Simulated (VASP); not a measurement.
# TcIr (Pm-3m) in VASP: further runs, part 2 of 2

VASP 6.6.1. The steps go on from the part before.

## 4. Single point, LDA

This run uses another cell than the first one, of 14.18 Å³/atom.

INCAR reads:

```
SYSTEM = TcIr
PREC = Accurate ; ENCUT = 560
EDIFF = 1E-6 ; ISMEAR = 0
SIGMA = 0.05 ; LREAL = .FALSE.
LASPH = .TRUE. ; NELM = 120
ALGO = Normal ; ISIF = 2
LWAVE = .FALSE. ; LCHARG = .FALSE.
NBANDS = 23 ; GGA_COMPAT = .FALSE.
```

KPOINTS reads:

```
Automatic mesh
0
G
  7 7 7
  0 0 0
```

POSCAR reads:

```
TcIr
1.0
    3.0495332704      0.0000000000      0.0000000000
    0.0000000000      3.0495332704      0.0000000000
    0.0000000000      0.0000000000      3.0495332704
Ir Tc
1 1
Direct
    0.0000000000      0.0000000000      0.0000000000
    0.5000000000      0.5000000000      0.5000000000
```

Potentials or basis: VASP PAW LDA potentials, release 64 (Ir_sv_GW, Tc_sv).

Started as:

```bash
cat potpaw_LDA.64/Ir_sv_GW/POTCAR potpaw_LDA.64/Tc_sv/POTCAR > POTCAR
mpirun -np 1 vasp_std > vasp.out
```

OUTCAR:

```text
SYSTEM = TcIr
   PREC = Accurate
   ENCUT = 560
   EDIFF = 1E-6
   ISMEAR = 0
   LREAL = .FALSE.
   LASPH = .TRUE.
   NELM = 120
   ISIF = 2

 ion  position               nearest neighbor table
   1  0.000  0.000  0.000-   2 2.64   2 2.64   2 2.64   2 2.64   2 2.64   2 2.64   2 2.64   2 2.64

   2  0.500  0.500  0.500-   1 2.64   1 2.64   1 2.64   1 2.64   1 2.64   1 2.64   1 2.64   1 2.64

  LATTYP: Found a simple cubic cell.
 ALAT       =     3.0495332704

  Lattice vectors:

 A1 = (   3.0495332704,   0.0000000000,   0.0000000000)
 A2 = (   0.0000000000,   3.0495332704,   0.0000000000)
 A3 = (   0.0000000000,   0.0000000000,   3.0495332704)

Analysis of symmetry for initial positions (statically):
=====================================================================
 Subroutine PRICEL returns:
 Original cell was already a primitive cell.

 Routine SETGRP: Setting up the symmetry group for a
 simple cubic supercell.

 Subroutine GETGRP returns: Found 48 space group operations
 (whereof 48 operations were pure point group operations)
 out of a pool of 48 trial point group operations.

The static configuration has the point symmetry O_h .

Analysis of symmetry for dynamics (positions and initial velocities):
=====================================================================
 Subroutine PRICEL returns:
 Original cell was already a primitive cell.

 Routine SETGRP: Setting up the symmetry group for a
 simple cubic supercell.

 Subroutine GETGRP returns: Found 48 space group operations
 (whereof 48 operations were pure point group operations)
 out of a pool of 48 trial point group operations.

The dynamic configuration has the point symmetry O_h .

 Subroutine INISYM returns: Found 48 space group operations
 (whereof 48 operations are pure point group operations),
 and found     1 'primitive' translations

----------------------------------------------------------------------------------------

                                     Primitive cell
[... 103 lines left out ...]
   IALGO  =     38    algorithm
   IMIX   =      4    mixing-type and parameters
     AMIX     =   0.40;   BMIX     =  1.00
     AMIX_MAG =   1.60;   BMIX_MAG =  1.00
  volume/ion in A,a.u.               =      14.18        95.69
  Fermi-wavevector in a.u.,A,eV,Ry     =   1.704347  3.220750 39.522203  2.904800
  Thomas-Fermi vector in A             =   2.783767
   LORBIT       =      0    0 simple, 1 ext, 2 COOP (PROOUT), +10 PAW based schemes
   GGA     = CA    functional components
   LHFCALC =     F    Hartree Fock is set to
   AEXX    =    0.0000 exact exchange contribution
   IVDW    =     0    specifies the selected vdW correction
   LEPSILON=     F    determine dielectric tensor
   LRPA    =     F    only Hartree local field effects (RPA)
 non-spin polarized calculation
 Gauss-broadening in eV      SIGMA  =   0.05
  energy-cutoff  :      560.00
  volume of cell :       28.36
 maximum number of plane-waves:       870
 NGX is ok and might be reduce to    24
   NGX = 11   NGY = 11   NGZ = 11

 number of electron      32.0000001 magnetization

 Free energy of the ion-electron system (eV)
  ---------------------------------------------------
  ext. energy  EPLUGINS =         0.00000000
  ---------------------------------------------------
  free energy    TOTEN  =       -21.59451232 eV

  energy without entropy =      -21.59067337  energy(sigma->0) =      -21.59259285

 E-fermi :  13.9792     XC(G=0): -14.4922

 val. band max:       13.9669568393   @ k =   0.0000   0.0000   0.0000
 cond. band min:      14.0036750645   @ k =   0.1429   0.1429   0.0000
 fundamental gap:      0.0367182252
 Fermi energy:        13.9792147409

 k-point     1 :       0.0000    0.0000    0.0000
  band No.  band energies     occupation
      1     -78.2572      2.00000
      2     -52.8402      2.00000
      3     -35.3020      2.00000
      4     -35.3020      2.00000
      5     -35.3020      2.00000
      6     -24.9854      2.00000
[... 509 lines left out ...]
     22      24.0232      0.00000
     23      24.3522      0.00000

------------------------ aborting loop because EDIFF is reached ----------------------------------------

  FORCE on cell =-STRESS in cart. coord.  units (eV):
  Direction    XX          YY          ZZ          XY          YZ          ZX
  --------------------------------------------------------------------------------------
  -------------------------------------------------------------------------------------
  Total       -0.0524039     -0.0524039     -0.0524039      0.0000000      0.0000000      0.0000000
  in kB       -2.9605618     -2.9605618     -2.9605618      0.0000000      0.0000000      0.0000000
  external PRESSURE =      -2.9605618 kB  Pullay stress =       0.0000000 kB

 VOLUME and BASIS-vectors are now :
 -----------------------------------------------------------------------------
  energy-cutoff  :      560.00
  volume of cell :       28.36
      direct lattice vectors                 reciprocal lattice vectors
     3.049533270  0.000000000  0.000000000     0.327919033  0.000000000  0.000000000
     0.000000000  3.049533270  0.000000000     0.000000000  0.327919033  0.000000000
     0.000000000  0.000000000  3.049533270     0.000000000  0.000000000  0.327919033

 POSITION                                       TOTAL-FORCE (eV/Angst)
 -----------------------------------------------------------------------------------
      0.00000      0.00000      0.00000         0.000000      0.000000      0.000000
      1.52477      1.52477      1.52477         0.000000      0.000000      0.000000
 -----------------------------------------------------------------------------------
    total drift:                                0.000000      0.000000     -0.000000

  FREE ENERGIE OF THE ION-ELECTRON SYSTEM (eV)
  ---------------------------------------------------
  free  energy   TOTEN  =       -21.5945123220 eV

  energy  without entropy=      -21.5906733704  energy(sigma->0) =      -21.59259285
```

Run time: 9.3 s. Hardware: 1 thread of Intel Xeon Platinum 8259CL at 2.50GHz (Skylake/Cascade Lake), shared host; peak memory 0.14 GiB.

What came out:

```yaml
Free_energy: -21.5945 eV
Pressure: -0.3 GPa
Band_gap_on_the_k_mesh: zero (bands 16 and 17 overlap by 1.70 eV)
```

Levels at points of the mesh, in eV from the Fermi level:
| k point | band 14 | band 15 | band 16 | band 17 | band 18 | band 19 |
| --- | --- | --- | --- | --- | --- | --- |
| (0.00, 0.00, 0.00) | -3.25 | -0.01 | -0.01 | 2.29 | 2.29 | 2.29 |

Caveat: spin-orbit coupling is left out, which moves the levels of the heavy elements.

## 5. Single point, LDA

This run uses another cell than the first one, of 14.18 Å³/atom.

INCAR reads:

```
ALGO     = Normal         # electronic algorithm
EDIFF    = 1E-6           # SCF threshold, eV
ENCUT    = 560            # plane-wave cutoff, eV
GGA      = CA             # functional
GGA_COMPAT= F            
ISIF     = 2              # what is computed and relaxed
ISMEAR   = 0              # smearing method
LASPH    = T              # aspherical terms in the spheres
LCHARG   = F              # write CHGCAR
LREAL    = F              # projectors in reciprocal space
LWAVE    = F              # write WAVECAR
NBANDS   = 23             # bands
NELM     = 120            # most SCF steps
PREC     = Accurate       # precision mode
SIGMA    = 0.05           # smearing width, eV
```

KPOINTS reads:

```
k-points
0
Gamma
  7 7 7
```

POSCAR is that of step 4.

Started as:

```bash
cat potpaw_LDA.64/Ir_sv_GW/POTCAR potpaw_LDA.64/Tc_sv/POTCAR > POTCAR
mpirun -np 1 vasp_std > vasp.out
```

It took 18 s on 1 thread of AMD EPYC 7R43 (Zen 3), shared host; peak memory 0.1 GiB.

Results (log left out):

```yaml
Free_energy: -21.5945 eV
Pressure: -0.3 GPa
Band_gap_on_the_k_mesh: zero (bands 16 and 17 overlap by 1.70 eV)
```

Levels at points of the mesh, in eV from the Fermi level:
| k point | band 12 | band 13 | band 14 | band 15 | band 16 | band 17 | band 18 | band 19 | band 20 | band 21 |
| --- | --- | --- | --- | --- | --- | --- | --- | --- | --- | --- |
| (0.00, 0.00, 0.00) | -3.25 | -3.25 | -3.25 | -0.01 | -0.01 | 2.29 | 2.29 | 2.29 | 8.56 | 8.56 |

Caveat: spin-orbit coupling is left out, which moves the levels of the heavy elements.

## 6. Single point, LDA

This run uses another cell than the first one, of 14.19 Å³/atom.

INCAR reads:

```
PREC = Accurate
ENCUT = 560
EDIFF = 1E-6
ISMEAR = 0
SIGMA = 0.05
LREAL = F
LASPH = T
NELM = 120
ALGO = Normal
ISIF = 2
LWAVE = F
LCHARG = F
GGA = CA
NBANDS = 23
GGA_COMPAT = F
```

KPOINTS reads:

```
Automatic mesh
0
Gamma
  8 8 8
```

POSCAR reads:

```
TcIr
1.0
    3.0500199436      0.0000000000      0.0000000000
    0.0000000000      3.0500199436      0.0000000000
    0.0000000000      0.0000000000      3.0500199436
Ir Tc
1 1
Direct
    0.0000000000      0.0000000000      0.0000000000
    0.5000000000      0.5000000000      0.5000000000
```

Potentials or basis: VASP PAW LDA potentials, release 64 (Ir_sv_GW, Tc_sv).

Started as:

```bash
cat potpaw_LDA.64/Ir_sv_GW/POTCAR potpaw_LDA.64/Tc_sv/POTCAR > POTCAR
mpirun -np 1 vasp_std > vasp.out
```

Wall time 20 s (1 thread of AMD EPYC 7R13 (Zen 3), shared host); peak memory 0.12 GiB.

It converged, with:

```
Free energy            : -21.6012 eV
Pressure               : -0.4 GPa
Band gap on the k mesh : zero (bands 16 and 17 overlap by 2.19 eV)
```

Levels at points of the mesh, in eV from the Fermi level:
| k point | band 12 | band 13 | band 14 | band 15 | band 16 | band 17 | band 18 | band 19 | band 20 | band 21 |
| --- | --- | --- | --- | --- | --- | --- | --- | --- | --- | --- |
| (0.00, 0.00, 0.00) | -3.22 | -3.22 | -3.22 | 0.01 | 0.01 | 2.31 | 2.31 | 2.31 | 8.58 | 8.58 |
| (0.50, 0.00, 0.00) | -3.51 | -2.88 | -2.88 | -1.68 | -1.68 | -1.59 | -0.10 | 0.67 | 2.44 | 15.25 |
| (0.50, 0.50, 0.00) | -5.12 | -0.52 | -0.21 | 0.24 | 0.60 | 0.60 | 1.24 | 3.01 | 3.01 | 8.56 |
| (0.50, 0.50, 0.50) | -3.91 | -3.91 | -3.91 | -0.10 | -0.10 | 1.35 | 1.35 | 5.40 | 9.87 | 10.81 |

Caveat: spin-orbit coupling is left out, which moves the levels of the heavy elements.

## 7. The runs side by side

```csv
cell,k mesh,gap on the mesh (eV),pressure (GPa)
"a = 3.060 Å, 2 atoms",7 × 7 × 7,none,-3.6
"a = 3.039 Å, 2 atoms",7 × 7 × 7,none,3.3
"a = 3.050 Å, 2 atoms",7 × 7 × 7,none,-0.3
"a = 3.050 Å, 2 atoms",8 × 8 × 8,none,-0.4
```

Alike in all rows: task single point; level LDA; potentials or basis VASP PAW LDA potentials, release 64 (Ir_sv_GW, Tc_sv); no spin polarisation; cutoff (eV) 560; smearing gaussian 0.05 eV.

Caveats: spin-orbit coupling is left out, which moves the levels of the heavy elements; the cell stands under tension (at least some runs); the cell stands under pressure (at least some runs).

Absolute energies hang on the potentials; compare differences alone.

The gap in the log of VASP goes by the Fermi energy; the results here count the filled bands.